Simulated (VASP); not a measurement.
Wanted: the native input for a VASP 6.6.1 run.

```yaml
Task: relaxation of cell and atoms
Functional: PBE
Potentials_or_basis: VASP PAW PBE potentials, release 64 (Ru_pv, Ir)
Cutoff: 600 eV
k_mesh: 12 × 12 × 18
Occupations: gaussian, width 0.1 eV
Spin: no spin polarisation
Dipole_correction: no
Further_INCAR_settings: ALGO = Fast; EDIFF = 1e-06; IBRION = 2; EDIFFG = -0.01; NSW = 100; ISIF = 3
```

The structure of IrRu2 lies in POSCAR:

```
IrRu2
1.0
    4.5847593156      0.0000000000      0.0000000000
   -2.2923796578      3.9705180376      0.0000000000
    0.0000000000      0.0000000000      2.5362759399
Ru Ir
2 1
Direct
    0.3333333333      0.6666666667      0.5000000000
    0.6666666667      0.3333333333      0.5000000000
    0.0000000000      0.0000000000      0.5000000000
```

The cell was generated, and may not be a known phase.

These files were run (other wordings do the same):

INCAR

```
PREC = Accurate ; ENCUT = 600
EDIFF = 1E-6 ; ISMEAR = 0
SIGMA = 0.1 ; LREAL = F
LASPH = T ; NELM = 80
ALGO = Fast ; ISIF = 3
LWAVE = F ; LCHARG = F
GGA = PE ; IBRION = 2
NSW = 100 ; EDIFFG = -0.01
```

KPOINTS

```
Automatic mesh
0
Gamma
  12 12 18
```

Potentials or basis: VASP PAW PBE potentials, release 64 (Ru_pv, Ir).

Run with:

```bash
$ cat potpaw_PBE.64/Ru_pv/POTCAR potpaw_PBE.64/Ir/POTCAR > POTCAR
$ mpirun -np 1 vasp_std > vasp.out
```

Results of the run:

```json
{"Relaxed volume": "15.37 Å³/atom", "Relaxed cell": "a = 4.600 Å, b = 4.600 Å, c = 2.518 Å, α = 90.00°, β = 90.00°, γ = 120.00°", "Space group after relaxing (to 0.1 Å)": "P6/mmm (No. 191)", "Energy gained by relaxing": "1.2 meV/atom", "Ionic steps": "4", "Pressure after relaxing": "-0.1 GPa"}
```

Caveat: the highest band is partly filled, so the run has too few bands.

Run time: 4.4 min on 1 thread of Intel(R) Xeon(R) 6975P-C (Granite Rapids), on a shared host, peak memory 0.37 GiB.
